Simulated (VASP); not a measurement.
Write the native input for VASP 6.6.1 that does the following.

```yaml
Task: single point
Functional: PBE
Potentials_or_basis: VASP PAW PBE potentials, release 64 (Si, Ti_sv)
Cutoff: 520 eV
k_mesh: 4 × 4 × 4, shifted
Occupations: gaussian, width 0.1 eV
Spin: no spin polarisation
Dipole_correction: no
Further_INCAR_settings: LREAL = Auto; ALGO = Normal; EDIFF = 1e-06; NBANDS = 112
```

The structure of Ti16Si (a cell with a defect) lies in POSCAR:

```
Ti16Si
1.0
    2.2897681504     -3.9659947741      5.6643452958
    2.2897681504      3.9659947741      5.6643452958
   -4.5795363009      0.0000000000      5.6643452958
Si Ti
1 16
Direct
    0.3564790330      0.3564790330      0.3564790329
    0.6661006353      0.6661006353      0.6661006353
    0.8324642573      0.8324642573      0.8324642573
    1.0002528684      0.0002528115      0.0002528728
    0.1686673893      0.1686673893      0.1686673893
    0.7496760780      0.4163539040      0.0821861190
    0.9225468810      0.5841016544      0.2470422234
    0.0821860982      0.7496761356      0.4163538672
    0.2470422051      0.9225468774      0.5841016763
    0.4163539248      0.0821860614      0.7496761149
    0.5841016727      0.2470422271      0.9225468590
    0.0821860614      0.4163539248      0.7496761149
    0.2470422271      0.5841016727      0.9225468590
    0.4163537780      0.7496762041      0.0821861190
    0.5841016544      0.9225468810      0.2470422234
    0.7496761356      0.0821860982      0.4163538672
    0.9225468774      0.2470422051      0.5841016763
```

The input as run:

INCAR

```
PREC = Accurate
ENCUT = 520
EDIFF = 1E-6
ISMEAR = 0
SIGMA = 0.1
LREAL = Auto
LASPH = True
NELM = 80
ALGO = Normal
ISIF = 2
LWAVE = False
LCHARG = True
GGA = PE
LELF = True
LVHAR = True
NBANDS = 112
```

KPOINTS

```
Automatic mesh
0
Gamma
  4 4 4
  0.5 0.5 0.5
```

Potentials or basis: VASP PAW PBE potentials, release 64 (Si, Ti_sv).

The run is started by

```console
$ cat potpaw_PBE.64/Si/POTCAR potpaw_PBE.64/Ti_sv/POTCAR > POTCAR
$ mpirun -np 1 vasp_std > vasp.out
```

It gave:

```yaml
Pressure: -4.1 GPa
Largest_force: 0.805 eV/Å
Band_gap_on_the_k_mesh: zero (bands 98 and 99 overlap by 0.03 eV)
```

It took 33 min on 1 thread of Intel Xeon 8259CL (shared host), peak memory 0.51 GiB.
